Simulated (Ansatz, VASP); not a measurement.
## Ge in VASP and in Ansatz

```
Ge
1.0
    -2.55721    2.55721    1.38803
     2.55721   -2.55721    1.38803
     2.55721    2.55721   -1.38803
Ge
2
Direct
  0.25000 0.75000 0.50000
  0.50000 0.50000 0.00000
```

Change from the starting cell: volume scaled by 0.98, PAW files.

Alike in both runs: task electric field gradients; functional r2SCAN; k mesh 16 × 16 × 16; occupations fermi-dirac, width 0.05 eV; no spin polarisation.

```csv
,VASP,Ansatz
version,VASP 6.6.1,Ansatz 0.2.0
potentials or method,"VASP PAW PBE potentials, release 64 (Ge_d)","PAW with Ansatz's default frozen-core files, scalar-relativistic"
plane-wave cutoff (eV),520,500
valence electrons in the cell,28,28
```

```tsv
	VASP	Ansatz	Ansatz less VASP
pressure (GPa)	2.1	2.3	+0.16
traceless stress, the component that is largest in VASP (GPa)	0.50	0.50	+0.005
size of Vzz on the site where it differs most (V/Å²)	27.3	28.9	+1.62
```

VASP's potentials were made for PBE, not for r2SCAN.
